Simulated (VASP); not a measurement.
# Cr3Cd (Pm-3m) in VASP: a series of runs, part 2 of 2

VASP 6.6.1.

### 4 Single point, PBE

File INCAR:

```
SYSTEM = Cr3Cd
PREC = Accurate
ENCUT = 520
EDIFF = 1E-6
ISMEAR = 0
SIGMA = 0.1
LREAL = .FALSE.
LASPH = .TRUE.
NELM = 80
ALGO = Fast
ISIF = 2
LWAVE = .FALSE.
LCHARG = .FALSE.
GGA = PE
NBANDS = 32
```

File KPOINTS:

```
regular mesh
0
G
  12 12 12
  0 0 0
```

File POSCAR:

```
Cr3Cd
1.0
    3.7832837697      0.0000000000      0.0000000000
    0.0000000000      3.7832837697      0.0000000000
    0.0000000000      0.0000000000      3.7832837697
Cr Cd
3 1
Direct
    0.0000000000      0.5000000000      0.5000000000
    0.5000000000      0.0000000000      0.5000000000
    0.5000000000      0.5000000000      0.0000000000
    0.0000000000      0.0000000000      0.0000000000
```

Potentials or basis: VASP PAW PBE potentials, release 64 (Cr_pv, Cd).

Command:

```console
$ cat potpaw_PBE.64/Cr_pv/POTCAR potpaw_PBE.64/Cd/POTCAR > POTCAR
$ mpirun -np 1 vasp_std > vasp.out
```

OUTCAR:

```text
SYSTEM = Cr3Cd
   PREC = Accurate
   ENCUT = 520
   EDIFF = 1E-6
   ISMEAR = 0
   LREAL = .FALSE.
   LASPH = .TRUE.
   NELM = 80
   ISIF = 2
   GGA = PE

 ion  position               nearest neighbor table
   1  0.000  0.500  0.500-   2 2.68   3 2.68   4 2.68   3 2.68   4 2.68   2 2.68   4 2.68   4 2.68
                             2 2.68   3 2.68   3 2.68   2 2.68
   2  0.500  0.000  0.500-   1 2.68   3 2.68   4 2.68   3 2.68   4 2.68   1 2.68   3 2.68   3 2.68
                             1 2.68   4 2.68   4 2.68   1 2.68
   3  0.500  0.500  0.000-   1 2.68   2 2.68   4 2.68   1 2.68   2 2.68   2 2.68   4 2.68   2 2.68
                             1 2.68   4 2.68   1 2.68   4 2.68
   4  0.000  0.000  0.000-   1 2.68   2 2.68   3 2.68   1 2.68   2 2.68   1 2.68   3 2.68   1 2.68
                             2 2.68   3 2.68   2 2.68   3 2.68

  LATTYP: Found a simple cubic cell.
 ALAT       =     3.7832837697

  Lattice vectors:

 A1 = (   3.7832837697,   0.0000000000,   0.0000000000)
 A2 = (   0.0000000000,   3.7832837697,   0.0000000000)
 A3 = (   0.0000000000,   0.0000000000,   3.7832837697)

Analysis of symmetry for initial positions (statically):
=====================================================================
 Subroutine PRICEL returns:
 Original cell was already a primitive cell.

 Routine SETGRP: Setting up the symmetry group for a
 simple cubic supercell.

 Subroutine GETGRP returns: Found 48 space group operations
 (whereof 48 operations were pure point group operations)
 out of a pool of 48 trial point group operations.

The static configuration has the point symmetry O_h .

Analysis of symmetry for dynamics (positions and initial velocities):
=====================================================================
 Subroutine PRICEL returns:
 Original cell was already a primitive cell.

 Routine SETGRP: Setting up the symmetry group for a
 simple cubic supercell.

 Subroutine GETGRP returns: Found 48 space group operations
 (whereof 48 operations were pure point group operations)
 out of a pool of 48 trial point group operations.

[... 125 lines left out ...]
  volume/ion in A,a.u.               =      13.54        91.36
  Fermi-wavevector in a.u.,A,eV,Ry     =   1.572605  2.971793 33.648386  2.473087
  Thomas-Fermi vector in A             =   2.674014
   LORBIT       =      0    0 simple, 1 ext, 2 COOP (PROOUT), +10 PAW based schemes
   GGA     = PE    functional components
   LHFCALC =     F    Hartree Fock is set to
   AEXX    =    0.0000 exact exchange contribution
   IVDW    =     0    specifies the selected vdW correction
   LEPSILON=     F    determine dielectric tensor
   LRPA    =     F    only Hartree local field effects (RPA)
 non-spin polarized calculation
 RMM-DIIS sequential band-by-band and
 Gauss-broadening in eV      SIGMA  =   0.10
  energy-cutoff  :      520.00
  volume of cell :       54.15
 maximum number of plane-waves:      1478
   NGX = 15   NGY = 15   NGZ = 15

 number of electron      47.9999945 magnetization

 Free energy of the ion-electron system (eV)
  ---------------------------------------------------
  ext. energy  EPLUGINS =         0.00000000
  ---------------------------------------------------
  free energy    TOTEN  =       -26.62388309 eV

  energy without entropy =      -26.60925382  energy(sigma->0) =      -26.61656846

 E-fermi :   8.1673     XC(G=0): -13.0030

 val. band max:        8.1667205559   @ k =   0.5000   0.0833   0.0833
 cond. band min:       8.1804607149   @ k =   0.2500   0.0833   0.0833
 fundamental gap:      0.0137401590
 Fermi energy:         8.1672696202

 k-point     1 :       0.0000    0.0000    0.0000
  band No.  band energies     occupation
      1     -34.9952      2.00000
      2     -34.9952      2.00000
      3     -34.9952      2.00000
      4     -34.7877      2.00000
      5     -34.7877      2.00000
      6     -34.7877      2.00000
[... 829 lines left out ...]
     31       9.7960      0.00000
     32      11.4769      0.00000

 [... further k-points ...]

------------------------ aborting loop because EDIFF is reached ----------------------------------------

  FORCE on cell =-STRESS in cart. coord.  units (eV):
  Direction    XX          YY          ZZ          XY          YZ          ZX
  --------------------------------------------------------------------------------------
  -------------------------------------------------------------------------------------
  Total        0.2101183      0.2101183      0.2101183      0.0000000      0.0000000     -0.0000000
  in kB        6.2168126      6.2168126      6.2168126      0.0000000      0.0000000     -0.0000000
  external PRESSURE =       6.2168126 kB  Pullay stress =       0.0000000 kB

 VOLUME and BASIS-vectors are now :
 -----------------------------------------------------------------------------
  energy-cutoff  :      520.00
  volume of cell :       54.15
      direct lattice vectors                 reciprocal lattice vectors
     3.783283770  0.000000000  0.000000000     0.264320643  0.000000000  0.000000000
     0.000000000  3.783283770  0.000000000     0.000000000  0.264320643  0.000000000
     0.000000000  0.000000000  3.783283770     0.000000000  0.000000000  0.264320643

 POSITION                                       TOTAL-FORCE (eV/Angst)
 -----------------------------------------------------------------------------------
      0.00000      1.89164      1.89164         0.000000      0.000000      0.000000
      1.89164      0.00000      1.89164         0.000000      0.000000      0.000000
      1.89164      1.89164      0.00000         0.000000      0.000000      0.000000
      0.00000      0.00000      0.00000         0.000000      0.000000      0.000000
 -----------------------------------------------------------------------------------
    total drift:                                0.000000      0.000000      0.000000

  FREE ENERGIE OF THE ION-ELECTRON SYSTEM (eV)
  ---------------------------------------------------
  free  energy   TOTEN  =       -26.6238830893 eV

  energy  without entropy=      -26.6092538240  energy(sigma->0) =      -26.61656846
```

OSZICAR:

```text
N       E                     dE             d eps       ncg     rms          rms(c)
DAV:   1     0.568793131525E+03    0.56879E+03   -0.27444E+04  5512   0.181E+03
DAV:   2    -0.303625587497E+01   -0.57183E+03   -0.55042E+03  5472   0.526E+02
DAV:   3    -0.308466547568E+02   -0.27810E+02   -0.26374E+02  6240   0.134E+02
DAV:   4    -0.313459392749E+02   -0.49928E+00   -0.49265E+00  5872   0.173E+01
[... 12 lines left out ...]
RMM:  17    -0.266238851725E+02    0.96654E-04   -0.46751E-04  7123   0.178E-01    0.188E-01
RMM:  18    -0.266238884916E+02   -0.33191E-05   -0.10052E-04  5790   0.766E-02    0.577E-02
RMM:  19    -0.266238819333E+02    0.65583E-05   -0.35282E-05  5369   0.469E-02    0.610E-02
RMM:  20    -0.266238827718E+02   -0.83856E-06   -0.17672E-05  6606   0.177E-02    0.376E-02
RMM:  21    -0.266238830893E+02   -0.31746E-06   -0.30186E-06  4163   0.821E-03
   1 F= -.26623883E+02 E0= -.26616568E+02  d E =-.146293E-01
```

stdout:

```text
POSCAR found type information on POSCAR CrCd
 POSCAR found :  2 types and       4 ions
 scaLAPACK will be used
 LDA part: xc-table for (Slater+PW92), standard interpolation
 POSCAR, INCAR and KPOINTS ok, starting setup
 FFT: planning ... GRIDC
 FFT: planning ... GRID_SOFT
 FFT: planning ... GRID
 WAVECAR not read
 entering main loop
```

It took 3.1 min on 1 thread of Oxide Virtual Turin-like, shared host; peak memory 0.21 GiB.

Results:

```yaml
Free_energy: -26.6239 eV
Pressure: 0.6 GPa
Band_gap_on_the_k_mesh: zero (bands 24 and 25 overlap by 1.18 eV)
```

Caveat: the run has no spin polarisation, though such a crystal can be magnetic.

### 5 Relaxation of cell and atoms, PBE

File INCAR:

```
SYSTEM = Cr3Cd
PREC = Accurate
ENCUT = 600
EDIFF = 1E-7
ISMEAR = 0
SIGMA = 0.1
LREAL = .FALSE.
LASPH = .TRUE.
NELM = 80
ALGO = Fast
ISIF = 3
LWAVE = .FALSE.
LCHARG = .FALSE.
GGA = PE
IBRION = 2
NSW = 100
EDIFFG = -0.01
```

File KPOINTS:

```
Automatic mesh
0
G
  12 12 12
  0 0 0
```

File POSCAR:

```
Cr3Cd
1.0
    3.7849599059      0.0000000000      0.0000000000
    0.0000000000      3.7849599059      0.0000000000
    0.0000000000      0.0000000000      3.7849599059
Cr Cd
3 1
Direct
    0.0000000000      0.5000000000      0.5000000000
    0.5000000000      0.0000000000      0.5000000000
    0.5000000000      0.5000000000      0.0000000000
    0.0000000000      0.0000000000      0.0000000000
```

Potentials or basis: VASP PAW PBE potentials, release 64 (Cr_pv, Cd).

Command:

```console
$ cat potpaw_PBE.64/Cr_pv/POTCAR potpaw_PBE.64/Cd/POTCAR > POTCAR
$ mpirun -np 1 vasp_std > vasp.out
```

OUTCAR:

```text
SYSTEM = Cr3Cd
   PREC = Accurate
   ENCUT = 600
   EDIFF = 1E-7
   ISMEAR = 0
   LREAL = .FALSE.
   LASPH = .TRUE.
   NELM = 80
   ISIF = 3
   GGA = PE
   IBRION = 2
   NSW = 100
   EDIFFG = -0.01

 ion  position               nearest neighbor table
   1  0.000  0.500  0.500-   2 2.68   3 2.68   4 2.68   3 2.68   4 2.68   2 2.68   4 2.68   4 2.68
                             2 2.68   3 2.68   3 2.68   2 2.68
   2  0.500  0.000  0.500-   1 2.68   3 2.68   4 2.68   3 2.68   4 2.68   1 2.68   3 2.68   3 2.68
                             1 2.68   4 2.68   4 2.68   1 2.68
   3  0.500  0.500  0.000-   1 2.68   2 2.68   4 2.68   1 2.68   2 2.68   2 2.68   4 2.68   2 2.68
                             1 2.68   4 2.68   1 2.68   4 2.68
   4  0.000  0.000  0.000-   1 2.68   2 2.68   3 2.68   1 2.68   2 2.68   1 2.68   3 2.68   1 2.68
                             2 2.68   3 2.68   2 2.68   3 2.68

  LATTYP: Found a simple cubic cell.
 ALAT       =     3.7849599059

  Lattice vectors:

 A1 = (   3.7849599059,   0.0000000000,   0.0000000000)
 A2 = (   0.0000000000,   3.7849599059,   0.0000000000)
 A3 = (   0.0000000000,   0.0000000000,   3.7849599059)

Analysis of symmetry for initial positions (statically):
=====================================================================
 Subroutine PRICEL returns:
[... 184 lines left out ...]
  -------------------------------------------------------------------------------------
  Total        0.0943854      0.0943854      0.0943854      0.0000000      0.0000000     -0.0000000
  in kB        2.7888923      2.7888923      2.7888923      0.0000000      0.0000000     -0.0000000
  external PRESSURE =       2.7888923 kB  Pullay stress =       0.0000000 kB
[... 63 lines left out ...]
--------------------------------------- Ionic step        3  -------------------------------------------

 number of electron      47.9999972 magnetization

 Free energy of the ion-electron system (eV)
  ---------------------------------------------------
  ext. energy  EPLUGINS =         0.00000000
  ---------------------------------------------------
  free energy    TOTEN  =       -26.62369721 eV

  energy without entropy =      -26.60901591  energy(sigma->0) =      -26.61635656

 E-fermi :   8.1349     XC(G=0): -12.9873

 val. band max:        8.1342032881   @ k =   0.5000   0.0833   0.0833
 cond. band min:       8.1475970057   @ k =   0.2500   0.0833   0.0833
 fundamental gap:      0.0133937176
 Fermi energy:         8.1348826144

 k-point     1 :       0.0000    0.0000    0.0000
  band No.  band energies     occupation
      1     -35.0266      2.00000
      2     -35.0266      2.00000
      3     -35.0266      2.00000
      4     -34.8210      2.00000
      5     -34.8210      2.00000
      6     -34.8210      2.00000
[... 733 lines left out ...]
     27       8.6241      0.00000
     28       8.8805      0.00000

 [... further k-points ...]

------------------------ aborting loop because EDIFF is reached ----------------------------------------

  FORCE on cell =-STRESS in cart. coord.  units (eV):
  Direction    XX          YY          ZZ          XY          YZ          ZX
  --------------------------------------------------------------------------------------
  -------------------------------------------------------------------------------------
  Total        0.0020410      0.0020410      0.0020410      0.0000000      0.0000000      0.0000000
  in kB        0.0602244      0.0602244      0.0602244      0.0000000      0.0000000      0.0000000
  external PRESSURE =       0.0602244 kB  Pullay stress =       0.0000000 kB
[... 19 lines left out ...]
  FREE ENERGIE OF THE ION-ELECTRON SYSTEM (eV)
  ---------------------------------------------------
  free  energy   TOTEN  =       -26.6236972128 eV

  energy  without entropy=      -26.6090159077  energy(sigma->0) =      -26.61635656

 reached required accuracy - stopping structural energy minimisation
```

Wall time 4.9 min (1 thread of Oxide Virtual Turin-like, shared host); peak memory 0.24 GiB.

Results:

| Quantity | Value |
| --- | --- |
| Free energy | -26.6237 eV |
| Relaxed volume | 13.57 Å³/atom |
| Relaxed cell | a = 3.787 Å, b = 3.787 Å, c = 3.787 Å, α = 90.00°, β = 90.00°, γ = 90.00° |
| Space group after relaxing (to 0.1 Å) | Pm-3m (No. 221) |
| Energy gained by relaxing | 0.0 meV/atom |
| Ionic steps | 3 |
| Pressure after relaxing | 0.0 GPa |
| Band gap on the k mesh | zero (bands 24 and 25 overlap by 1.17 eV) |

Final structure:
```
CELL_PARAMETERS angstrom
3.78672 0.00000 0.00000
0.00000 3.78672 0.00000
0.00000 0.00000 3.78672
ATOMIC_POSITIONS crystal
Cr 0.00000 0.50000 0.50000
Cr 0.50000 0.00000 0.50000
Cr 0.50000 0.50000 0.00000
Cd 0.00000 0.00000 0.00000
```

Caveat: the run has no spin polarisation, though such a crystal can be magnetic.

### 6 Summary

```tsv
task	cell	k mesh	cutoff (eV)	gap on the mesh (eV)	pressure (GPa)	relaxed volume (Å³/atom)
single point	a = 3.785 Å, 4 atoms	4 × 4 × 4	520	none	0.5	-
relaxation of cell and atoms	relaxed from a = 3.864 Å, 4 atoms	4 × 4 × 4	600	none	-0.1	13.60
single point	a = 3.783 Å, 4 atoms	12 × 12 × 12	520	none	0.6	-
relaxation of cell and atoms	relaxed from a = 3.785 Å, 4 atoms	12 × 12 × 12	600	none	0.0	13.57
```

Alike in all rows: level PBE; potentials or basis VASP PAW PBE potentials, release 64 (Cr_pv, Cd); no spin polarisation; smearing gaussian 0.1 eV.

Caveats: some runs use coarse meshes; the run has no spin polarisation, though such a crystal can be magnetic.

Total energies depend on the potentials used, so only differences within one code and one set of settings carry meaning.

The gap in the log of VASP goes by the Fermi energy; the results here count the filled bands.